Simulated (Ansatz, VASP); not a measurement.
Ti in VASP and in Ansatz

Contents of INCAR:

```
PREC = Accurate
ENCUT = 520
EDIFF = 1E-6
ISMEAR = -1
SIGMA = 0.1
LREAL = F
LASPH = T
NELM = 80
ALGO = Normal
ISIF = 2
LWAVE = F
LCHARG = F
GGA = B5
ALDAX = 1.0
AGGAX = 1.0
AGGAC = 1.0
ALDAC = 0.0
NBANDS = 12
```

The input KPOINTS:

```
Automatic mesh
0
Gamma
  15 15 15
```

The input POSCAR:

```
Ti
1.0
    0.0000000000      2.0732865761      2.0732865761
    2.0732865761      0.0000000000      2.0732865761
    2.0732865761      2.0732865761      0.0000000000
Ti
1
Direct
    0.0000000000      0.0000000000      0.0000000000
```

Input for Ansatz:

```yaml
crystal:
  lattice:
    - [0.0, 2.0732865761, 2.0732865761]
    - [2.0732865761, 0.0, 2.0732865761]
    - [2.0732865761, 2.0732865761, 0.0]
  atoms:
    - { symbol: Ti, position: [0.0, 0.0, 0.0] }
hamiltonian:
  xc: blyp
  pseudopotentials:
    kind: paw
    azcp:
      Ti: "pseudopotentials/Ti.paw.azcp"
basis:
  ecutwfc: 420
  fft_grid_basis: typed
kpoints:
  mp_grid: { grid: [15, 15, 15], shift: [0, 0, 0] }
magnetization:
  spin_polarized: false
scf:
  occupations: { method: fermi_dirac, width: 0.1 }
  lower_state_search: "off"
output:
  stress: true
  write_density: true
  write_potential: true
  elf: true
  volumetric_format: npy
```

Alike in both runs: task single point; functional BLYP; k mesh 15 × 15 × 15; occupations fermi-dirac, width 0.1 eV; no spin polarisation.

|  | VASP | Ansatz |
| --- | --- | --- |
| version | VASP 6.6.1 | Ansatz 0.2.0 |
| potentials or method | VASP PAW PBE potentials, release 64 (Ti_sv), cutoff 520 eV | plane waves (420 eV) with PAW, scalar-relativistic |
| valence electrons in the cell | 12 | 12 |

```csv
,VASP,Ansatz,Ansatz less VASP
pressure (GPa),0.0,0.0,+0.01
```

VASP's potentials were made for PBE, not for BLYP.
